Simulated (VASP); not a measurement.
# Cs3Pt (Pm-3m) in VASP: notebook

The runs below take Cs3Pt through single point, with LDA.

Program: VASP 6.6.1. These are calculated values, not measurements. Logs are shortened: lines on timing, memory, paths and dates and some standing lists are left out, and cuts for length are marked.

### 1 The cell of the first run

It takes space group Pm-3m (No. 221, cubic). The conventional cell has a = 5.778 Å, b = 5.778 Å, c = 5.778 Å, α = 90.00°, β = 90.00°, γ = 90.00°. Within 5.4 Å of Cs (site symmetry 4/mmm) lie 8 Cs at 4.09 Å and 4 Pt at 4.09 Å. Pt (site symmetry m-3m) has 12 Cs at 4.09 Å within 5.4 Å.

### 2 Single point, LDA

Contents of INCAR:

```
SYSTEM = Cs3Pt
PREC = Accurate ; ENCUT = 500
EDIFF = 1E-6 ; ISMEAR = -1
SIGMA = 0.2 ; LREAL = .FALSE.
LASPH = .TRUE. ; NELM = 120
ALGO = Normal ; ISIF = 2
LWAVE = .FALSE. ; LCHARG = .FALSE.
GGA = CA ; NBANDS = 26
GGA_COMPAT = .FALSE.
```

Contents of KPOINTS:

```
Automatic mesh
0
G
  4 4 4
  0 0 0
```

Contents of POSCAR:

```
Cs3Pt
1.0
    5.7776530000      0.0000000000      0.0000000000
    0.0000000000      5.7776530000      0.0000000000
    0.0000000000      0.0000000000      5.7776530000
Cs Pt
3 1
Direct
    0.0000000000      0.0000000000      0.5000000000
    0.0000000000      0.5000000000      0.0000000000
    0.5000000000      0.0000000000      0.0000000000
    0.5000000000      0.5000000000      0.5000000000
```

Potentials or basis: VASP PAW LDA potentials, release 64 (Cs_sv, Pt).

Started as:

```sh
> cat potpaw_LDA.64/Cs_sv/POTCAR potpaw_LDA.64/Pt/POTCAR > POTCAR
> mpirun -np 1 vasp_std > vasp.out
```

OUTCAR:

```text
SYSTEM = Cs3Pt
   PREC = Accurate
   ENCUT = 500
   EDIFF = 1E-6
   ISMEAR = -1
   LREAL = .FALSE.
   LASPH = .TRUE.
   NELM = 120
   ISIF = 2
   GGA = CA

 ion  position               nearest neighbor table
   1  0.000  0.000  0.500-
   2  0.000  0.500  0.000-
   3  0.500  0.000  0.000-
   4  0.500  0.500  0.500-

  LATTYP: Found a simple cubic cell.
 ALAT       =     5.7776530000

  Lattice vectors:

 A1 = (   5.7776530000,   0.0000000000,   0.0000000000)
 A2 = (   0.0000000000,   5.7776530000,   0.0000000000)
 A3 = (   0.0000000000,   0.0000000000,   5.7776530000)

Analysis of symmetry for initial positions (statically):
=====================================================================
 Subroutine PRICEL returns:
 Original cell was already a primitive cell.

 Routine SETGRP: Setting up the symmetry group for a
 simple cubic supercell.

 Subroutine GETGRP returns: Found 48 space group operations
 (whereof 48 operations were pure point group operations)
 out of a pool of 48 trial point group operations.

The static configuration has the point symmetry O_h .

Analysis of symmetry for dynamics (positions and initial velocities):
=====================================================================
 Subroutine PRICEL returns:
 Original cell was already a primitive cell.

 Routine SETGRP: Setting up the symmetry group for a
 simple cubic supercell.

 Subroutine GETGRP returns: Found 48 space group operations
 (whereof 48 operations were pure point group operations)
 out of a pool of 48 trial point group operations.

The dynamic configuration has the point symmetry O_h .

 Subroutine INISYM returns: Found 48 space group operations
 (whereof 48 operations are pure point group operations),
 and found     1 'primitive' translations

----------------------------------------------------------------------------------------

                                     Primitive cell

  volume of cell :     192.8654

  direct lattice vectors                    reciprocal lattice vectors
     5.777653000  0.000000000  0.000000000     0.173080661  0.000000000  0.000000000
     0.000000000  5.777653000  0.000000000     0.000000000  0.173080661  0.000000000
     0.000000000  0.000000000  5.777653000     0.000000000  0.000000000  0.173080661
[... 67 lines left out ...]
   ISPIN  =      1    spin polarized calculation?
   LNONCOLLINEAR =      F non collinear calculations
   LSORBIT =      F    spin-orbit coupling
   LASPH  =      T    aspherical Exc in radial PAW
   ENCUT  =  500.0 eV  36.75 Ry    6.06 a.u.  10.53 10.53 10.53*2*pi/ulx,y,z
   NELM   =    120;   NELMIN=  2; NELMDL= -5     # of ELM steps
   EDIFF  = 0.1E-05   stopping-criterion for ELM
   LREAL  =      F    real-space projection
   EDIFFG = 0.1E-04   stopping-criterion for IOM
   NSW    =      0    number of steps for IOM
   IBRION =     -1    ionic relax: 0-MD 1-quasi-New 2-CG
   NFREE  =      0    steps in history (QN), initial steepest desc. (CG)
   ISIF   =      2    stress and relaxation
   ISYM   =      2    0-nonsym 1-usesym 2-fastsym
   POTIM  = 0.5000    time-step for ionic-motion
   TEBEG  =    0.0;   TEEND  =   0.0 temperature during run
   PSTRESS=    0.0 pullay stress
   NELECT =      37.0000    total number of electrons
   NUPDOWN=      -1.0000    fix difference up-down
   EMIN   =  10.00;   EMAX   =-10.00  energy-range for DOS
   EFERMI =   0.00;   METHOD = LEGACY
   ISMEAR =    -1;   SIGMA  =   0.20  broadening in eV -4-tet -1-fermi 0-gaus
   EFERMI_NEDOS =   21; number of points for ismear=-14 and -15
   IALGO  =     38    algorithm
   IMIX   =      4    mixing-type and parameters
     AMIX     =   0.40;   BMIX     =  1.00
     AMIX_MAG =   1.60;   BMIX_MAG =  1.00
  volume/ion in A,a.u.               =      48.22       325.38
  Fermi-wavevector in a.u.,A,eV,Ry     =   0.944185  1.784252 12.129405  0.891486
  Thomas-Fermi vector in A             =   2.071966
   LORBIT       =      0    0 simple, 1 ext, 2 COOP (PROOUT), +10 PAW based schemes
   GGA     = CA    functional components
   LHFCALC =     F    Hartree Fock is set to
   AEXX    =    0.0000 exact exchange contribution
   IVDW    =     0    specifies the selected vdW correction
   LEPSILON=     F    determine dielectric tensor
   LRPA    =     F    only Hartree local field effects (RPA)
 non-spin polarized calculation
  energy-cutoff  :      500.00
  volume of cell :      192.87
 maximum number of plane-waves:      4945
   NGX = 21   NGY = 21   NGZ = 21

 number of electron      36.9999990 magnetization

 Free energy of the ion-electron system (eV)
  ---------------------------------------------------
  ext. energy  EPLUGINS =         0.00000000
  ---------------------------------------------------
  free energy    TOTEN  =        -9.62199427 eV

  energy without entropy =       -9.35116696  energy(sigma->0) =       -9.48658062

 E-fermi :   2.5602     XC(G=0):  -8.1177

 val. band max:        2.4339970618   @ k =   0.2500   0.2500   0.2500
 cond. band min:       2.6079901257   @ k =   0.5000   0.2500   0.0000
 fundamental gap:      0.1739930640
 Fermi energy:         2.5602473624

 k-point     1 :       0.0000    0.0000    0.0000
  band No.  band energies     occupation
      1     -20.9470      2.00000
      2     -20.7133      2.00000
      3     -20.7133      2.00000
      4      -8.2643      2.00000
      5      -8.2643      2.00000
      6      -8.2643      2.00000
[... 279 lines left out ...]
     25       5.7859      0.00000
     26       5.7869      0.00000

------------------------ aborting loop because EDIFF is reached ----------------------------------------

  FORCE on cell =-STRESS in cart. coord.  units (eV):
  Direction    XX          YY          ZZ          XY          YZ          ZX
  --------------------------------------------------------------------------------------
  -------------------------------------------------------------------------------------
  Total       -2.7013899     -2.7013899     -2.7013899     -0.0000000      0.0000000     -0.0000000
  in kB      -22.4410667    -22.4410667    -22.4410667     -0.0000000      0.0000000     -0.0000000
  external PRESSURE =     -22.4410667 kB  Pullay stress =       0.0000000 kB

 VOLUME and BASIS-vectors are now :
 -----------------------------------------------------------------------------
  energy-cutoff  :      500.00
  volume of cell :      192.87
      direct lattice vectors                 reciprocal lattice vectors
     5.777653000  0.000000000  0.000000000     0.173080661  0.000000000  0.000000000
     0.000000000  5.777653000  0.000000000     0.000000000  0.173080661  0.000000000
     0.000000000  0.000000000  5.777653000     0.000000000  0.000000000  0.173080661

 POSITION                                       TOTAL-FORCE (eV/Angst)
 -----------------------------------------------------------------------------------
      0.00000      0.00000      2.88883         0.000000      0.000000      0.000000
      0.00000      2.88883      0.00000         0.000000      0.000000      0.000000
      2.88883      0.00000      0.00000         0.000000      0.000000      0.000000
      2.88883      2.88883      2.88883         0.000000      0.000000      0.000000
 -----------------------------------------------------------------------------------
    total drift:                                0.000000      0.000000     -0.000000

  FREE ENERGIE OF THE ION-ELECTRON SYSTEM (eV)
  ---------------------------------------------------
  free  energy   TOTEN  =        -9.6219942739 eV

  energy  without entropy=       -9.3511669594  energy(sigma->0) =       -9.48658062
```

It took 16 s on 1 thread of Intel Xeon 6975P-C (Granite Rapids), shared host; peak memory 0.22 GiB.

What came out:

* Free energy: -9.6220 eV
* Pressure: -2.2 GPa
* Band gap on the k mesh: zero (an odd number of electrons rules out a gap without spin polarisation)

Levels at points of the mesh, in eV from the Fermi level:
```tsv
k point	band 15	band 16	band 17	band 18	band 19	band 20	band 21	band 22
(0.00, 0.00, 0.00)	-1.43	-1.30	-1.30	-1.30	-1.02	1.53	1.53	1.53
(0.50, 0.00, 0.00)	-1.22	-1.10	-1.10	-1.08	-0.41	0.35	1.56	1.57
(0.50, 0.50, 0.00)	-1.15	-1.10	-1.10	-1.03	0.64	0.64	1.11	1.41
(0.50, 0.50, 0.50)	-1.35	-1.35	-1.08	-1.08	0.93	0.93	0.93	2.32
```

Caveat: spin-orbit coupling is left out, which moves the levels of the heavy elements.

### 3 Single point, LDA

Contents of INCAR:

```
ALGO = Normal
EDIFF = 1E-6
ENCUT = 500
GGA_COMPAT = False
ISIF = 2
ISMEAR = -1
LASPH = True
LCHARG = False
LREAL = False
LWAVE = False
NBANDS = 26
NELM = 120
PREC = Accurate
SIGMA = 0.2
```

Contents of KPOINTS:

```
k-points
0
Gamma
  4 4 4
```

POSCAR is that of step 2.

Potentials or basis: VASP PAW LDA potentials, release 64 (Cs_sv, Pt).

Started as:

```sh
> cat potpaw_LDA.64/Cs_sv/POTCAR potpaw_LDA.64/Pt/POTCAR > POTCAR
> mpirun -np 1 vasp_std > vasp.out
```

It took 16 s on 1 thread of Intel Xeon 6975P-C (Granite Rapids), shared host; peak memory 0.22 GiB.

It converged, with:

```
Free energy            : -9.6220 eV
Pressure               : -2.2 GPa
Band gap on the k mesh : zero (an odd number of electrons rules out a gap without spin polarisation)
```

Levels at points of the mesh, in eV from the Fermi level:
| k point | band 14 | band 15 | band 16 | band 17 | band 18 | band 19 | band 20 | band 21 | band 22 | band 23 |
| --- | --- | --- | --- | --- | --- | --- | --- | --- | --- | --- |
| (0.00, 0.00, 0.00) | -1.43 | -1.43 | -1.30 | -1.30 | -1.30 | -1.02 | 1.53 | 1.53 | 1.53 | 1.76 |
| (0.50, 0.00, 0.00) | -1.24 | -1.22 | -1.10 | -1.10 | -1.08 | -0.41 | 0.35 | 1.56 | 1.57 | 1.57 |
| (0.50, 0.50, 0.00) | -1.24 | -1.15 | -1.10 | -1.10 | -1.03 | 0.64 | 0.64 | 1.11 | 1.41 | 1.94 |
| (0.50, 0.50, 0.50) | -1.35 | -1.35 | -1.35 | -1.08 | -1.08 | 0.93 | 0.93 | 0.93 | 2.32 | 2.32 |

Caveat: spin-orbit coupling is left out, which moves the levels of the heavy elements.

### 4 Single point, LDA

Contents of INCAR:

```
SYSTEM = Cs3Pt
PREC = Accurate ; ENCUT = 500
EDIFF = 1E-6 ; ISMEAR = -1
SIGMA = 0.2 ; LREAL = .False.
LASPH = .True. ; NELM = 120
ALGO = Normal ; ISIF = 2
LWAVE = .False. ; LCHARG = .True.
LELF = .True. ; LVHAR = .True.
NBANDS = 26 ; GGA_COMPAT = .False.
```

Contents of KPOINTS:

```
Automatic mesh
0
Gamma
  4 4 4
  0 0 0
```

POSCAR is that of step 3.

Started as:

```sh
> cat potpaw_LDA.64/Cs_sv/POTCAR potpaw_LDA.64/Pt/POTCAR > POTCAR
> mpirun -np 1 vasp_std > vasp.out
```

It took 17 s on 1 thread of Intel Xeon 6975P-C (Granite Rapids), shared host; peak memory 0.23 GiB.

It converged, with:

- Free energy: -9.6220 eV
- Pressure: -2.2 GPa
- Band gap on the k mesh: zero (an odd number of electrons rules out a gap without spin polarisation)

Levels at points of the mesh, in eV from the Fermi level:
| k point | band 16 | band 17 | band 18 | band 19 | band 20 | band 21 |
| --- | --- | --- | --- | --- | --- | --- |
| (0.00, 0.00, 0.00) | -1.30 | -1.30 | -1.30 | -1.02 | 1.53 | 1.53 |
| (0.50, 0.00, 0.00) | -1.10 | -1.10 | -1.08 | -0.41 | 0.35 | 1.56 |
| (0.50, 0.50, 0.00) | -1.10 | -1.10 | -1.03 | 0.64 | 0.64 | 1.11 |
| (0.50, 0.50, 0.50) | -1.35 | -1.08 | -1.08 | 0.93 | 0.93 | 0.93 |

Caveat: spin-orbit coupling is left out, which moves the levels of the heavy elements.
